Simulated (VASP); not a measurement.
# Al16HO in VASP: further runs

Al16HO is run at these levels: PBE; tasks: single point.

All numbers are computed with VASP 6.6.1; they aren't measurements. Logs are shortened: lines on timing, memory, paths and dates and some standing lists are left out, and cuts for length are marked.

## 1. The cell of the first run

The cell holds a slab with vacuum, 18 atoms: a = 5.728 Å, b = 5.728 Å, c = 18.015 Å, α = 90.00°, β = 90.00°, γ = 60.00°.

## 2. Single point, PBE

The input, INCAR:

```
  PREC = Accurate
  ENCUT = 520
  EDIFF = 1E-7
  ISMEAR = -1
  SIGMA = 0.15
  LREAL = Auto
  LASPH = T
  NELM = 60
  ALGO = Normal
  ISIF = 2
  LWAVE = F
  LCHARG = F
  GGA = PE
  NBANDS = 42
```

The input, KPOINTS:

```
regular mesh
0
Gamma
  2 2 1
```

The input, POSCAR:

```
Al16HO
1.0
    5.7275650000      0.0000000000      0.0000000000
    2.8637820000      4.9602170000      0.0000000000
    0.0000000000      0.0000000000     18.0148060000
Al O H
16 1 1
Direct
    0.0000000000      0.0000000000      0.0555098956
    0.5000030554      0.0000000000      0.0555098956
    0.0000024282      0.4999982864      0.0555098956
    0.5000054836      0.4999982864      0.0555098956
    0.1422875482      0.2017048851      0.1878288337
    0.6714703326      0.1953745169      0.1767657115
    0.1904353354      0.6336617934      0.1780257861
    0.6873862722      0.6865223840      0.1950728751
   -0.1801394706      0.3245220925      0.3011078776
    0.3734525621      0.2883341596      0.2976107542
   -0.1381637787      0.7805908492      0.3140527852
    0.3308862585      0.8136539188      0.3057873618
   -0.0396831052     -0.0004233686      0.4833857217
    0.4333758550      0.0018547576      0.4445398968
   -0.0811231542      0.5645115929      0.4474042074
    0.4956677418      0.4412105357      0.4427635801
    0.0025784395     -0.0485261028      0.5874057151
    0.0948786448      0.0415102807      0.6073615225
```

Potentials or basis: VASP PAW PBE potentials, release 64 (Al, O, H).

On the command line:

```console
> cat potpaw_PBE.64/Al/POTCAR potpaw_PBE.64/O/POTCAR potpaw_PBE.64/H/POTCAR > POTCAR
> mpirun -np 1 vasp_std > vasp.out
```

OUTCAR:

```text
PREC = Accurate
   ENCUT = 520
   EDIFF = 1E-7
   ISMEAR = -1
   LREAL = Auto
   LASPH = T
   NELM = 60
   ISIF = 2
   GGA = PE

 ion  position               nearest neighbor table
   1  0.000  0.000  0.056-   6 2.73   7 2.86   4 2.86   2 2.86   3 2.86   3 2.86   2 2.86   4 2.86
                             5 2.94
   2  0.500  0.000  0.056-   6 2.84   1 2.86   3 2.86   4 2.86   4 2.86   3 2.86   1 2.86   8 2.96
                             5 2.97
   3  0.000  0.500  0.056-   7 2.74   5 2.81   4 2.86   2 2.86   1 2.86   1 2.86   2 2.86   4 2.86
                             8 2.96
   4  0.500  0.500  0.056-   6 2.66   7 2.69   1 2.86   3 2.86   2 2.86   2 2.86   3 2.86   1 2.86
                             8 3.12
   5  0.142  0.202  0.188-  10 2.56   9 2.60   7 2.63   8 2.70   6 2.72   3 2.81  12 2.87   1 2.94
                             2 2.97   6 3.02   8 3.04   7 3.13
   6  0.671  0.195  0.177-   9 2.63   7 2.64  10 2.65   4 2.66   5 2.72   1 2.73   2 2.84   8 2.88
                             8 2.89   5 3.02   7 3.10  11 3.22
   7  0.190  0.634  0.178-   5 2.63   6 2.64   4 2.69   3 2.74  10 2.75   8 2.76  12 2.80   1 2.86
                            11 2.94   8 3.02   6 3.10   5 3.13
   8  0.687  0.687  0.195-  11 2.53   9 2.64  12 2.68   5 2.70   7 2.76   6 2.88   6 2.89   3 2.96
                             2 2.96   7 3.02   5 3.04   4 3.12
   9  0.820  0.325  0.301-   5 2.60   6 2.63   8 2.64  10 2.67  11 2.75  12 2.80  12 2.93  11 3.01
                            16 3.03  10 3.07  15 3.15
  10  0.373  0.288  0.298-   5 2.56   6 2.65   9 2.67   7 2.75  12 2.85  11 2.87  11 2.89  12 2.90
                            16 2.95  14 3.04   9 3.07
  11  0.862  0.781  0.314-   8 2.53  15 2.65   9 2.75  12 2.79  10 2.87  10 2.89   7 2.94  12 2.95
                             9 3.01  14 3.17   6 3.22
  12  0.331  0.814  0.306-   8 2.68  11 2.79   7 2.80   9 2.80  10 2.85   5 2.87  14 2.90  10 2.90
                             9 2.93  11 2.95  16 3.08
  13  0.960  1.000  0.483-  17 1.89  15 2.70  16 2.70  14 2.80  14 3.09  15 3.19  16 3.22
  14  0.433  0.002  0.445-  15 2.65  16 2.71  13 2.80  12 2.90  10 3.04  16 3.05  13 3.09  15 3.09
                            11 3.17
  15  0.919  0.565  0.447-  11 2.65  14 2.65  13 2.70  16 2.84  16 3.01  14 3.09   9 3.15  13 3.19

  16  0.496  0.441  0.443-  13 2.70  14 2.71  15 2.84  10 2.95  15 3.01   9 3.03  14 3.05  12 3.08
                            13 3.22
  17  0.003  0.951  0.587-  18 0.97  13 1.89
  18  0.095  0.042  0.607-  17 0.97

  LATTYP: Found a hexagonal cell.
 ALAT       =     5.7275649303
 C/A-ratio  =     3.1452818465

  Lattice vectors:

 A1 = (  -2.8637820000,  -4.9602170000,   0.0000000000)
 A2 = (   5.7275650000,   0.0000000000,   0.0000000000)
 A3 = (   0.0000000000,   0.0000000000,  18.0148060000)

Analysis of symmetry for initial positions (statically):
=====================================================================
 Subroutine PRICEL returns:
 Original cell was already a primitive cell.

 Routine SETGRP: Setting up the symmetry group for a
 hexagonal supercell.

 Subroutine GETGRP returns: Found  1 space group operations
 (whereof  1 operations were pure point group operations)
 out of a pool of 24 trial point group operations.

The static configuration has the point symmetry C_1 .

Analysis of symmetry for dynamics (positions and initial velocities):
=====================================================================
 Subroutine PRICEL returns:
 Original cell was already a primitive cell.

 Routine SETGRP: Setting up the symmetry group for a
 hexagonal supercell.

 Subroutine GETGRP returns: Found  1 space group operations
 (whereof  1 operations were pure point group operations)
 out of a pool of 24 trial point group operations.

The dynamic configuration has the point symmetry C_1 .

 Subroutine INISYM returns: Found  1 space group operations
 (whereof  1 operations are pure point group operations),
 and found     1 'primitive' translations

----------------------------------------------------------------------------------------

                                     Primitive cell

  volume of cell :     511.8000

  direct lattice vectors                    reciprocal lattice vectors
     5.727565000  0.000000000  0.000000000     0.174594265 -0.100802024  0.000000000
     2.863782000  4.960217000  0.000000000     0.000000000  0.201604083  0.000000000
     0.000000000  0.000000000 18.014806000     0.000000000  0.000000000  0.055509896

  length of vectors
     5.727565000  5.727564930 18.014806000     0.201604081  0.201604083  0.055509896

  position of ions in fractional coordinates (direct lattice)
     0.000000000  0.000000000  0.055509896
     0.500003055  0.000000000  0.055509896
     0.000002428  0.499998286  0.055509896
     0.500005484  0.499998286  0.055509896
     0.142287548  0.201704885  0.187828834
     0.671470333  0.195374517  0.176765712
[... 10 lines left out ...]
[... 75 lines left out ...]
   PSTRESS=    0.0 pullay stress
   NELECT =      55.0000    total number of electrons
   NUPDOWN=      -1.0000    fix difference up-down
   EMIN   =  10.00;   EMAX   =-10.00  energy-range for DOS
   EFERMI =   0.00;   METHOD = LEGACY
   ISMEAR =    -1;   SIGMA  =   0.15  broadening in eV -4-tet -1-fermi 0-gaus
   EFERMI_NEDOS =   21; number of points for ismear=-14 and -15
   IALGO  =     38    algorithm
   IMIX   =      4    mixing-type and parameters
     AMIX     =   0.40;   BMIX     =  1.00
     AMIX_MAG =   1.60;   BMIX_MAG =  1.00
  volume/ion in A,a.u.               =      28.43       191.88
  Fermi-wavevector in a.u.,A,eV,Ry     =   0.778327  1.470825  8.242321  0.605793
  Thomas-Fermi vector in A             =   1.881200
   LORBIT       =      0    0 simple, 1 ext, 2 COOP (PROOUT), +10 PAW based schemes
   GGA     = PE    functional components
   LHFCALC =     F    Hartree Fock is set to
   AEXX    =    0.0000 exact exchange contribution
   IVDW    =     0    specifies the selected vdW correction
   LEPSILON=     F    determine dielectric tensor
   LRPA    =     F    only Hartree local field effects (RPA)
 non-spin polarized calculation
  energy-cutoff  :      520.00
  volume of cell :      511.80
 maximum number of plane-waves:     13819
 NGX is ok and might be reduce to    48
   NGX = 21   NGY = 21   NGZ = 67

 number of electron      54.9999998 magnetization

 Free energy of the ion-electron system (eV)
  ---------------------------------------------------
  ext. energy  EPLUGINS =         0.00000000
  ---------------------------------------------------
  free energy    TOTEN  =       -65.98018200 eV

  energy without entropy =      -65.41450532  energy(sigma->0) =      -65.69734366

 E-fermi :   2.2941     XC(G=0):  -6.5833

 val. band max:        2.2005759002   @ k =   0.0000   0.0000   0.0000
 cond. band min:       2.3618617357   @ k =   0.0000   0.0000   0.0000
 fundamental gap:      0.1612858354
 Fermi energy:         2.2940591581

 k-point     1 :       0.0000    0.0000    0.0000
  band No.  band energies     occupation
      1     -16.8446      2.00000
      2      -8.5339      2.00000
      3      -7.3151      2.00000
      4      -6.0722      2.00000
      5      -4.4880      2.00000
      6      -3.6344      2.00000
[... 31 lines left out ...]
     38       4.6156      0.00000
     39       4.7021      0.00000

 k-point     2 :       0.5000    0.0000    0.0000
  band No.  band energies     occupation
      1     -16.8437      2.00000
      2      -7.1270      2.00000
      3      -7.0091      2.00000
      4      -5.9971      2.00000
      5      -5.6842      2.00000
      6      -4.9453      2.00000
[... 31 lines left out ...]
     38       4.4304      0.00000
     39       4.5964      0.00000

 k-point     3 :       0.5000    0.5000    0.0000
  band No.  band energies     occupation
      1     -16.8436      2.00000
      2      -7.1303      2.00000
      3      -7.0049      2.00000
      4      -5.9564      2.00000
      5      -5.7391      2.00000
      6      -4.9076      2.00000
[... 31 lines left out ...]
     38       4.4902      0.00000
     39       4.5915      0.00000

 k-point     4 :       0.0000    0.5000    0.0000
  band No.  band energies     occupation
      1     -16.8438      2.00000
      2      -7.3255      2.00000
      3      -6.7580      2.00000
      4      -5.9384      2.00000
      5      -5.7591      2.00000
      6      -4.8340      2.00000
[... 31 lines left out ...]
     38       4.4987      0.00000
     39       4.5475      0.00000
 [bands above 39 left out]

------------------------ aborting loop because EDIFF is reached ----------------------------------------

  FORCE on cell =-STRESS in cart. coord.  units (eV):
  Direction    XX          YY          ZZ          XY          YZ          ZX
  --------------------------------------------------------------------------------------
  -------------------------------------------------------------------------------------
  Total        0.6280580     -0.0222629      0.3510150     -0.3722340      0.8208494      1.2064797
  in kB        1.9661201     -0.0696934      1.0988438     -1.1652694      2.5696489      3.7768551
  external PRESSURE =       0.9984235 kB  Pullay stress =       0.0000000 kB

 VOLUME and BASIS-vectors are now :
 -----------------------------------------------------------------------------
  energy-cutoff  :      520.00
  volume of cell :      511.80
      direct lattice vectors                 reciprocal lattice vectors
     5.727565000  0.000000000  0.000000000     0.174594265 -0.100802024  0.000000000
     2.863782000  4.960217000  0.000000000     0.000000000  0.201604083  0.000000000
     0.000000000  0.000000000 18.014806000     0.000000000  0.000000000  0.055509896

 POSITION                                       TOTAL-FORCE (eV/Angst)
 -----------------------------------------------------------------------------------
      0.00000      0.00000      1.00000         0.054774      0.075747     -0.017510
      2.86380      0.00000      1.00000        -0.012151     -0.093492      0.155669
      1.43190      2.48010      1.00000        -0.255023     -0.035241     -0.229135
      4.29570      2.48010      1.00000         0.276269      0.092914     -0.449607
      1.39260      1.00050      3.38370         0.067372     -1.115177     -0.569081
      4.40540      0.96910      3.18440        -0.115895     -0.810689      0.477654
[... 10 lines left out ...]
      2.73958      4.71952     10.58200        -0.104033      0.334139     -2.028254
      0.66230      0.20590     10.94150        -0.002825      0.006568      0.154778
 -----------------------------------------------------------------------------------
    total drift:                               -0.006951     -0.000517      0.005745

  FREE ENERGIE OF THE ION-ELECTRON SYSTEM (eV)
  ---------------------------------------------------
  free  energy   TOTEN  =       -65.9801819956 eV

  energy  without entropy=      -65.4145053200  energy(sigma->0) =      -65.69734366
```

Run time: 5.8 min. Hardware: 1 thread of Intel Xeon Platinum 8259CL at 2.50GHz (Skylake/Cascade Lake), shared host; peak memory 0.64 GiB.

Results:

```yaml
Free_energy: -65.9802 eV
Largest_force: 2.280 eV/Å
Band_gap_on_the_k_mesh: zero (an odd number of electrons rules out a gap without spin polarisation)
```

Forces in eV/Å, atoms in the order of the input:
```
Al   0.055  0.076 -0.018
Al  -0.012 -0.093  0.156
Al  -0.255 -0.035 -0.229
Al   0.276  0.093 -0.450
Al   0.067 -1.115 -0.569
Al  -0.116 -0.811  0.478
Al   0.144  1.019  0.917
Al  -0.650  0.559 -1.339
Al   0.175 -0.480  0.829
Al  -0.101  0.103  0.571
Al   0.716  0.635 -0.386
Al  -0.390  0.250 -0.236
Al   0.432 -0.263  2.223
Al  -0.287  0.279 -0.050
Al   0.195 -1.315  0.193
Al  -0.141  0.758 -0.216
O   -0.104  0.334 -2.028
H   -0.003  0.007  0.155
```

Caveat: the k points lie up to 0.63 Å⁻¹ apart, too coarse for converged energies and pressures of a metal; there is no dipole correction, which matters where the two faces differ.

## 3. Single point, PBE

The input, INCAR:

```
PREC     = Accurate       # precision mode
ENCUT    = 520            # plane-wave cutoff, eV
EDIFF    = 1E-6           # SCF threshold, eV
ISMEAR   = -1             # smearing method
SIGMA    = 0.15           # smearing width, eV
LREAL    = Auto         
LASPH    = True           # aspherical terms in the spheres
NELM     = 80             # most SCF steps
ALGO     = Normal         # electronic algorithm
ISIF     = 2              # what is computed and relaxed
LWAVE    = False          # write WAVECAR
LCHARG   = True           # write CHGCAR
GGA      = PE             # functional
LELF     = True           # ELF
LVHAR    = True         
NBANDS   = 42             # bands
```

The input, KPOINTS:

```
Automatic mesh
0
Gamma
  2 2 1
```

The input, POSCAR:

```
Al16HO
1.0
    5.7275650000      0.0000000000      0.0000000000
    2.8637820000      4.9602170000      0.0000000000
    0.0000000000      0.0000000000     18.0148060000
Al O H
16 1 1
Direct
    0.0000000000      0.0000000000      0.0555098956
    0.5000030554      0.0000000000      0.0555098956
    0.0000024282      0.4999982864      0.0555098956
    0.5000054836      0.4999982864      0.0555098956
    0.1529737776      0.1752342690      0.1810621774
    0.6962523800      0.1779357637      0.1756777175
    0.1923298828      0.6567253005      0.1834268990
    0.6625437296      0.7386168791      0.1826275565
   -0.1676340747      0.2925275245      0.3086849783
    0.4083784985      0.2383161866      0.2966337800
   -0.0944847773      0.7527694857      0.3143858446
    0.3150117502      0.8041986873      0.3000365366
   -0.0638669953     -0.0115922348      0.4896694419
    0.3389074985      0.0184669340      0.4422528891
   -0.1264557213      0.5568103170      0.4546982077
    0.4635878750      0.4162922711      0.4366408387
    0.0388859320     -0.0955804958      0.5798119613
   -0.0267697589     -0.0151807875      0.6281444274
```

Potentials or basis: VASP PAW PBE potentials, release 64 (Al, O, H).

On the command line:

```console
> cat potpaw_PBE.64/Al/POTCAR potpaw_PBE.64/O/POTCAR potpaw_PBE.64/H/POTCAR > POTCAR
> mpirun -np 1 vasp_std > vasp.out
```

It took 4.3 min on 1 thread of Intel Xeon Platinum 8259CL at 2.50GHz (Skylake/Cascade Lake), shared host; peak memory 0.64 GiB.

It converged, with:

```
Free energy            : -66.0458 eV
Largest force          : 1.346 eV/Å
Band gap on the k mesh : zero (an odd number of electrons rules out a gap without spin polarisation)
```

Forces in eV/Å, atoms in the order of the input:
```
Al   0.088 -0.111 -0.280
Al  -0.029  0.178 -0.408
Al   0.036 -0.015 -0.007
Al   0.025  0.091 -0.146
Al   0.226  0.290  0.267
Al  -0.273  0.303  0.486
Al  -0.452 -0.385 -0.630
Al  -0.276 -0.992  0.710
Al   0.614  0.185 -0.136
Al  -0.499 -0.014 -0.089
Al  -0.840  0.145 -0.320
Al   1.265  0.286  0.362
Al  -0.611  0.059  0.098
Al   0.813 -0.201 -0.389
Al  -0.091 -0.392 -0.115
Al   0.043  0.592  0.065
O    0.009 -0.045  0.722
H   -0.049  0.028 -0.192
```

Levels at points of the mesh, in eV from the Fermi level:
```
           k point  band 24  band 25  band 26  band 27  band 28  band 29
(0.00, 0.00, 0.00)    -2.29    -2.07    -1.92    -1.77    -0.56    -0.33
(0.50, 0.00, 0.00)    -0.56    -0.55    -0.43     0.23     0.43     0.57
(0.50, 0.50, 0.00)    -0.84    -0.51    -0.38     0.16     0.25     0.53
(0.00, 0.50, 0.00)    -0.59    -0.52    -0.42     0.25     0.44     0.53
```

Caveat: the k points lie up to 0.63 Å⁻¹ apart, too coarse for converged energies and pressures of a metal; there is no dipole correction, which matters where the two faces differ.

## 4. Single point, PBE

The input, INCAR:

```
  PREC = Accurate
  ENCUT = 520
  EDIFF = 1E-6
  ISMEAR = -1
  SIGMA = 0.15
  LREAL = Auto
  LASPH = T
  NELM = 80
  ALGO = Normal
  ISIF = 2
  LWAVE = F
  LCHARG = T
  GGA = PE
  LELF = T
  LVHAR = T
  NBANDS = 42
```

The input, KPOINTS:

```
regular mesh
0
Gamma
  2 2 1
```

The input, POSCAR:

```
Al16HO
1.0
    5.7275650000      0.0000000000      0.0000000000
    2.8637820000      4.9602170000      0.0000000000
    0.0000000000      0.0000000000     18.0148060000
Al O H
16 1 1
Direct
    0.0000000000      0.0000000000      0.0555098956
    0.5000030554      0.0000000000      0.0555098956
    0.0000024282      0.4999982864      0.0555098956
    0.5000054836      0.4999982864      0.0555098956
    0.1688361258      0.1612832664      0.1778203995
    0.6998833722      0.1722102077      0.1842095885
    0.1783318941      0.6646080202      0.1813563799
    0.6508410681      0.7244844328      0.1798187558
   -0.1243633991      0.2684559970      0.3155404504
    0.4158778339      0.1951729128      0.2961897008
   -0.0934832959      0.7393829746      0.3073749448
    0.3533589703      0.8034527522      0.2987431560
   -0.1096307233     -0.0300591688      0.5011821942
    0.2892471903      0.0229828655      0.4332713880
   -0.1595836441      0.5096148011      0.4614426600
    0.4052524153      0.4403234778      0.4306346680
    0.0399456462     -0.1193496172      0.5867506983
    0.0014058203     -0.2405741523      0.6158101286
```

On the command line:

```console
> cat potpaw_PBE.64/Al/POTCAR potpaw_PBE.64/O/POTCAR potpaw_PBE.64/H/POTCAR > POTCAR
> mpirun -np 1 vasp_std > vasp.out
```

Run time: 4.5 min. Hardware: 1 thread of Intel Xeon Platinum 8259CL at 2.50GHz (Skylake/Cascade Lake), shared host; peak memory 0.63 GiB.

Results (log left out):

```yaml
Free_energy: -65.9177 eV
Largest_force: 1.546 eV/Å
Band_gap_on_the_k_mesh: zero (an odd number of electrons rules out a gap without spin polarisation)
```

Forces in eV/Å, atoms in the order of the input:
```
Al  -0.080  0.044 -0.203
Al   0.113  0.137 -0.417
Al  -0.073 -0.076 -0.006
Al   0.115 -0.087 -0.009
Al  -0.083  0.637  0.407
Al  -0.013  0.302 -0.264
Al  -0.090 -0.463 -0.009
Al   0.217 -1.017  0.463
Al  -0.331  0.227 -0.400
Al   0.677  1.381  0.156
Al  -0.032  0.043  0.066
Al  -0.626 -1.332 -0.176
Al  -0.334  0.123 -1.015
Al   0.450 -0.372  0.379
Al   0.062  0.320 -0.061
Al   0.057  0.204  0.179
O   -0.347 -0.286  0.900
H    0.318  0.215  0.007
```

Levels at points of the mesh, in eV from the Fermi level:
```csv
k point,band 24,band 25,band 26,band 27,band 28,band 29
"(0.00, 0.00, 0.00)",-2.19,-2.04,-1.73,-1.62,-0.65,-0.37
"(0.50, 0.00, 0.00)",-0.64,-0.58,-0.45,0.20,0.29,0.48
"(0.50, 0.50, 0.00)",-0.75,-0.57,-0.40,0.16,0.25,0.37
"(0.00, 0.50, 0.00)",-0.59,-0.52,-0.44,0.20,0.34,0.54
```

Caveat: the k points lie up to 0.63 Å⁻¹ apart, too coarse for converged energies and pressures of a metal; there is no dipole correction, which matters where the two faces differ.

## 5. The runs side by side

```tsv
cell	gap on the mesh (eV)	largest force (eV/Å)
as given, atomic positions A	none	2.28
as given, atomic positions B	none	1.35
as given, atomic positions C	none	1.55
```

Alike in all rows: task single point; level PBE; potentials or basis VASP PAW PBE potentials, release 64 (Al, O, H); no spin polarisation; k mesh 2 × 2 × 1; cutoff (eV) 520; smearing fermi-dirac 0.15 eV.

Caveats: all runs use coarse meshes; there is no dipole correction, which matters where the two faces differ.

Absolute energies hang on the potentials; compare differences alone.

The gap in the log of VASP goes by the Fermi energy; the results here count the filled bands.